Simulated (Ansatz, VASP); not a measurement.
MgS in VASP and in Ansatz

```
Mg S
1.0
     4.03462    0.00000    0.00000
    -2.01731    3.49409    0.00000
     0.00000    0.00000    6.43229
Mg S
2 2
Cartesian
  2.0173 1.1647 3.1888
  0.0000 2.3294 6.4050
  0.0000 2.3294 2.4394
  2.0173 1.1647 5.6555
```

Alike in both runs: task relaxation of cell and atoms; functional PBEsol; dispersion D3(BJ); k mesh 5 × 5 × 3; no spin polarisation.

|  | VASP | Ansatz |
| --- | --- | --- |
| version | VASP 6.6.1 | Ansatz 0.2.0 |
| potentials or method | VASP PAW PBE potentials, release 64 (Mg, S), cutoff 600 eV | plane waves, PAW |
| occupations | gaussian, width 0.01 eV | fixed |
| valence electrons in the cell | 16 | 32 |

```csv
,VASP,Ansatz,Ansatz less VASP
relaxed volume (Å³/atom),21.87,21.88,+0.011
relaxed cell length with the largest relative difference (Å),6.342,6.338,-0.0036
```

VASP's potentials were made for PBE, not for PBEsol. VASP's potentials hold 16 valence electrons a cell and Ansatz's 32, so a difference there can come from the potentials and not from the codes.
